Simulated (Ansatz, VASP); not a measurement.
**One calculation of ReSb2, two programs**

The input INCAR:

```
SYSTEM = ReSb2
PREC = Accurate
ENCUT = 600
EDIFF = 1E-6
ISMEAR = 0
SIGMA = 0.1
LREAL = .FALSE.
LASPH = .TRUE.
NELM = 100
ALGO = Normal
ISIF = 3
LWAVE = .FALSE.
LCHARG = .FALSE.
GGA = PE
IBRION = 2
NSW = 90
EDIFFG = -0.04
```

File KPOINTS:

```
Automatic mesh
0
G
  6 6 4
  0 0 0
```

The input POSCAR:

```
ReSb2
1.0
    3.2388421831      0.0000000000      0.0000000000
    0.0000000000      3.2388421831      0.0000000000
    0.0000000000      0.0000000000      6.9923313656
Re Sb
1 2
Direct
    0.0000000000      0.0000000000      0.0000000000
    0.5000000000      0.0000000000      0.2979305665
    0.0000000000      0.5000000000      0.7020694335
```

Input for Ansatz:

```yaml
crystal:
  lattice:
    - [3.2388421831, 0.0, 0.0]
    - [0.0, 3.2388421831, 0.0]
    - [0.0, 0.0, 6.9923313656]
  atoms:
    - { symbol: Re, position: [0.0, 0.0, 0.0] }
    - { symbol: Sb, position: [0.5, 0.0, 0.2979305665] }
    - { symbol: Sb, position: [0.0, 0.5, 0.7020694335] }
basis:
  ecutwfc: 420
kpoints:
  mp_grid: { grid: [6, 6, 4] }
hamiltonian:
  xc: pbe
scf:
  occupations: { method: gaussian, width: 0.1 }
  lower_state_search: "off"
output:
  forces: true
  stress: true
  eigenvalues: true
relax:
  adjacent_minimum: "off"
  f_tol: 0.04
  max_steps: 70
  cell: { stress_tol: 0.4 }
```

Change from the starting cell: ordered vacancies on the cation sites of zinc blende (P-4m2, No. 115).

Alike in both runs: task relaxation of cell and atoms; functional PBE; k mesh 6 × 6 × 4; occupations gaussian, width 0.1 eV; no spin polarisation.

```csv
,VASP,Ansatz
version,VASP 6.6.1,Ansatz 0.2.0
potentials or method,"VASP PAW PBE potentials, release 64 (Re, Sb), cutoff 600 eV","scalar-relativistic, plane waves, PAW"
valence electrons in the cell,17,45
```

|  | VASP | Ansatz | Ansatz less VASP |
| --- | --- | --- | --- |
| gap on the k mesh at the Fermi level, each at its own relaxed structure (eV) | none | none | - |
| relaxed volume (Å³/atom) | 26.32 | 24.69 | -1.628 |
| relaxed length of the cell vector where the two differ most in proportion (Å) | 8.678 | 8.369 | -0.3089 |

A gap of «none» marks a metal or a gap that the smearing closes. One of these differences is far larger than is usual between the two programs; its cause wasn't traced. VASP's potentials hold 17 valence electrons a cell and Ansatz's 45, so a difference there can come from the potentials and not from the codes.

Neither program's run includes spin-orbit coupling.
